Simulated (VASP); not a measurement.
**SiC: relaxation of cell and atoms with r2SCAN**

Crystal: SiC.

```
CELL_PARAMETERS angstrom
3.09500 0.00000 0.00000
-1.54750 2.68035 0.00000
0.00000 0.00000 15.17000
ATOMIC_POSITIONS crystal
Si 0.00000 0.00000 0.12500
Si 0.00000 0.00000 0.62500
Si 0.33333 0.66667 0.29170
Si 0.66667 0.33333 0.79170
Si 0.33333 0.66667 0.95830
Si 0.66667 0.33333 0.45830
C 0.00000 0.00000 0.00000
C 0.00000 0.00000 0.50000
C 0.33333 0.66667 0.16670
C 0.66667 0.33333 0.66670
C 0.33333 0.66667 0.83330
C 0.66667 0.33333 0.33330
```

```json
{
  "Program": "VASP 6.6.1",
  "Task": "relaxation of cell and atoms",
  "Functional": "r2SCAN",
  "Potentials or basis": "VASP PAW PBE potentials, release 64 (Si, C)",
  "Cutoff": "600 eV",
  "k mesh": "12 × 12 × 2",
  "Occupations": "gaussian, width 0.02 eV",
  "Spin": "no spin polarisation",
  "Dipole correction": "no",
  "Further INCAR settings": "ALGO = Normal; EDIFF = 1e-06; IBRION = 2; EDIFFG = -0.005; NSW = 100; ISIF = 3"
}
```

```
Relaxed volume                        : 10.32 Å³/atom
Relaxed cell                          : a = 3.077 Å, b = 3.077 Å, c = 15.099 Å, α = 90.00°, β = 90.00°, γ = 120.00°
Space group after relaxing (to 0.1 Å) : P6_3mc (No. 186)
Energy gained by relaxing             : 2.1 meV/atom
Ionic steps                           : 8
Pressure after relaxing               : 0.0 GPa
Band gap on the k mesh                : 2.40 eV (least direct gap 3.56 eV)
```

The path:
```tsv
step	energy change (eV)	largest force (eV/Å)	pressure (GPa)	volume (Å³)
1	0.0000	0.1492	-3.63	125.85
2	0.0057	0.1285	4.27	121.57
3	-0.0246	0.0294	-0.07	123.79
4	-0.0246	0.0314	0.07	123.75
5	-0.0247	0.0121	0.08	123.74
6	-0.0247	0.0129	0.08	123.74
7	-0.0247	0.0092	-0.07	123.83
8	-0.0248	0.0006	0.01	123.79
```

Final structure:
```cif
data_structure
_symmetry_space_group_name_H-M 'P 1'
_symmetry_Int_Tables_number 1
_cell_length_a 3.0768
_cell_length_b 3.0768
_cell_length_c 15.0990
_cell_angle_alpha 90.000
_cell_angle_beta 90.000
_cell_angle_gamma 120.000
_cell_volume 123.79
loop_
_atom_site_label
_atom_site_type_symbol
_atom_site_fract_x
_atom_site_fract_y
_atom_site_fract_z
_atom_site_occupancy
Si1 Si 0.00000 0.00000 0.12504 1
Si2 Si 0.00000 0.00000 0.62504 1
Si3 Si 0.33333 0.66667 0.29182 1
Si4 Si 0.66667 0.33333 0.79182 1
Si5 Si 0.33333 0.66667 0.95830 1
Si6 Si 0.66667 0.33333 0.45830 1
C1 C 0.00000 0.00000 0.99969 1
C2 C 0.00000 0.00000 0.49969 1
C3 C 0.33333 0.66667 0.16685 1
C4 C 0.66667 0.33333 0.66685 1
C5 C 0.33333 0.66667 0.83331 1
C6 C 0.66667 0.33333 0.33331 1
```

Levels at points of the mesh, in eV from the valence-band top:
| k point | band 22 | band 23 | band 24 | band 25 | band 26 | band 27 |
| --- | --- | --- | --- | --- | --- | --- |
| (0.00, 0.00, 0.00) | -0.04 | 0.00 | 0.00 | 5.77 | 5.95 | 6.36 |
| (0.50, 0.00, 0.00) | -1.87 | -1.72 | -1.16 | 2.40 | 2.62 | 3.68 |
| (0.00, 0.00, 0.50) | -0.10 | -0.10 | -0.10 | 5.84 | 5.84 | 6.59 |
| (0.50, 0.00, 0.50) | -1.79 | -1.37 | -1.37 | 2.46 | 2.46 | 3.89 |

It took 93 min on 1 thread of Oxide Virtual Turin-like Processor, with other jobs on the host, peak memory 0.38 GiB.

Caveat: the PAW data sets were made with another functional, which shifts forces and pressure a little. r2SCAN opens gaps a little over a GGA but as a rule still falls short of measured ones.
